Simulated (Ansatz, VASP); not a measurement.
## InP2 in VASP and in Ansatz

```
CELL_PARAMETERS angstrom
3.97431 0.00000 0.00000
-1.98716 3.44186 0.00000
0.00000 0.00000 5.10255
ATOMIC_POSITIONS crystal
In 0.00000 0.00000 0.00000
P 0.66667 0.33333 0.70383
P 0.66667 0.33333 0.29617
```

Alike in both runs: task relaxation of cell and atoms; functional PBE; k mesh 12 × 12 × 10; occupations gaussian, width 0.1 eV; no spin polarisation.

|  | VASP | Ansatz |
| --- | --- | --- |
| version | VASP 6.6.1 | Ansatz 0.2.0 |
| potentials or method | VASP PAW PBE potentials, release 64 (In_d, P), cutoff 600 eV | scalar-relativistic, plane waves, PAW |
| valence electrons in the cell | 23 | 23 |

```tsv
	VASP	Ansatz	Ansatz less VASP
gap on the k mesh at the Fermi level, each at its own relaxed structure (eV)	none	none	-
relaxed volume (Å³/atom)	23.31	23.34	+0.030
relaxed cell length with the largest relative difference (Å)	5.071	5.074	+0.0023
```

A gap of «none» marks a metal or a gap that the smearing closes.
